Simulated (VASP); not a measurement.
A run of VASP 6.6.1 is set up as follows.

Contents of INCAR:

```
SYSTEM = Si15As
PREC     = Accurate       ! precision mode
ENCUT    = 520            ! plane-wave cutoff, eV
EDIFF    = 1E-6           ! SCF threshold, eV
ISMEAR   = 0              ! smearing method
SIGMA    = 0.01           ! smearing width, eV
LREAL    = Auto         
LASPH    = .True.         ! aspherical terms in the spheres
NELM     = 60             ! most SCF steps
ALGO     = Normal         ! electronic algorithm
ISIF     = 2              ! what is computed and relaxed
LWAVE    = .False.        ! write WAVECAR
LCHARG   = .False.        ! write CHGCAR
GGA      = PE             ! functional
NBANDS   = 46             ! bands
NELECT   = 64.0
```

Contents of KPOINTS:

```
Automatic mesh
0
Gamma
  2 2 2
  0 0 0
```

Contents of POSCAR:

```
Si15As
1.0
    0.0000000000      5.4700937543     -5.4700937543
    5.4700937543      5.4700937543      0.0000000000
    5.4700937543      0.0000000000     -5.4700937543
As Si
1 15
Direct
    0.1234981796      0.1242910290      0.1275796374
    0.1202572037      0.6286725746      0.1243679451
    0.6244337591      0.1247792320      0.1251161286
    0.6253295029      0.6285461926      0.1243958043
    0.1209843554      0.1247676527      0.6285459259
    0.1202542878      0.6285710385      0.6294544202
    0.6243478458      0.1247737410      0.6284671706
    0.6227646274      0.6261257298      0.6268847449
    0.2531831876      0.7348841867      0.2572886239
    0.2521255162      0.2541486994      0.2562292624
    0.7476479311      0.7490045451      0.2541323557
    0.7364294950      0.2540129637      0.2561121575
    0.2500542748      0.7490198632      0.7517359554
    0.2520139463      0.2540341040      0.7404736460
    0.7476092067      0.7490276956      0.7517468003
    0.7482507572      0.2496128542      0.7523414235
```

Potentials or basis: VASP PAW PBE potentials, release 64 (As, Si).

Command:

```bash
$ cat potpaw_PBE.64/As/POTCAR potpaw_PBE.64/Si/POTCAR > POTCAR
$ mpirun -np 1 vasp_std > vasp.out
```

Q: Predict the largest force.

A: 0.022 eV/Å.

Forces in eV/Å, atoms in the order of the input:
```
As  -0.004 -0.007 -0.007
Si  -0.005 -0.005 -0.005
Si  -0.007 -0.008  0.003
Si  -0.007 -0.006 -0.001
Si  -0.005 -0.005  0.000
Si  -0.010 -0.006  0.001
Si  -0.006 -0.004 -0.001
Si  -0.006 -0.006 -0.002
Si  -0.002 -0.001 -0.006
Si   0.011  0.011 -0.007
Si   0.009  0.008  0.001
Si   0.017 -0.008  0.012
Si   0.008  0.006  0.001
Si  -0.007  0.017  0.011
Si   0.007  0.008  0.000
Si   0.008  0.006  0.000
```

Caveat: the k points lie up to 0.50 Å⁻¹ apart; the cell carries a net charge on a neutralising background, which shifts energy and pressure.
